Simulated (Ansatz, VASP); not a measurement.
TaN in VASP and in Ansatz

```xyz
4
Lattice="3.2859 0.0000 0.0000 -1.6430 2.8457 0.0000 0.0000 0.0000 6.1184" Properties=species:S:1:pos:R:3 pbc="T T T"
Ta    0.0000    1.8971    0.1842
Ta    1.6430    0.9486    3.2434
N     0.0000    1.8971    2.1714
N     1.6430    0.9486    5.2306
```

Alike in both runs: task single point; functional PBEsol; k mesh 18 × 18 × 8; occupations gaussian, width 0.15 eV; no spin polarisation.

|  | VASP | Ansatz |
| --- | --- | --- |
| version | VASP 6.6.1 | Ansatz 0.2.0 |
| potentials or method | VASP PAW PBE potentials, release 64 (Ta_pv, N), cutoff 520 eV | scalar-relativistic, plane waves, PAW |
| valence electrons in the cell | 32 | 36 |

Ansatz gave:

```
gap on the k mesh at the Fermi level (eV)                     : none
pressure (GPa)                                                : -22.3
traceless stress, the component that is largest in VASP (GPa) : 2.88
rms of the force components (eV/Å)                            : 0.253
```

**Question.** What did VASP give for the same quantities?

**Answer.** gap on the k mesh at the Fermi level (eV): none; pressure (GPa): -21.8; traceless stress, the component that is largest in VASP (GPa): 3.25; rms of the force components (eV/Å): 0.272.

VASP's potentials were made for PBE, not for PBEsol, and Ansatz warns of the same on its side. Atom by atom the forces differ by 0.020 eV/Å (rms over components). A gap of «none» marks a metal or a gap that the smearing closes. With one functional, cell and mesh, what is left measures potentials, basis and numerics. VASP's potentials hold 32 valence electrons a cell and Ansatz's 36, so a difference there can come from the potentials and not from the codes.

Neither program's run includes spin-orbit coupling.
